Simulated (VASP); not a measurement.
Here is a VASP 6.6.1 calculation.

File INCAR:

```
SYSTEM = KF
ALGO = Normal
EDIFF = 1E-8
ENCUT = 520
ISIF = 2
ISMEAR = 0
LASPH = .TRUE.
LCALCEPS = .TRUE.
LCHARG = .FALSE.
LMIXTAU = .TRUE.
LREAL = .FALSE.
LWAVE = .FALSE.
METAGGA = R2SCAN
NELM = 80
PREC = Accurate
SIGMA = 0.01
```

File KPOINTS:

```
k-points
0
G
  6 6 6
  0 0 0
```

The input POSCAR:

```
KF
1.0
    3.1788706666      0.0000000000      0.0000000000
    0.0000000000      3.1788706666      0.0000000000
    0.0000000000      0.0000000000      3.1788706666
K F
1 1
Direct
    0.0000000000      0.0000000000      0.0000000000
    0.5000000000      0.5000000000      0.5000000000
```

Potentials or basis: VASP PAW PBE potentials, release 64 (K_sv, F).

The run is started by

```console
$ cat potpaw_PBE.64/K_sv/POTCAR potpaw_PBE.64/F/POTCAR > POTCAR
$ mpirun -np 1 vasp_std > vasp.out
```

Q: Predict the electronic dielectric tensor (diagonal).

A: 2.10.

Q: Predict the Born charges (mean of the diagonal).

A: K +1.15; F -1.15 e.

Q: Predict the band gap on the k mesh.

A: 7.73 eV, indirect (least direct gap 7.76 eV).

Electronic dielectric tensor:
```
2.10 0.00 0.00
0.00 2.10 0.00
0.00 0.00 2.10
```

Caveat: the PAW data sets were made with another functional, which shifts forces and pressure a little. r2SCAN opens gaps a little over a GGA but as a rule still falls short of measured ones.
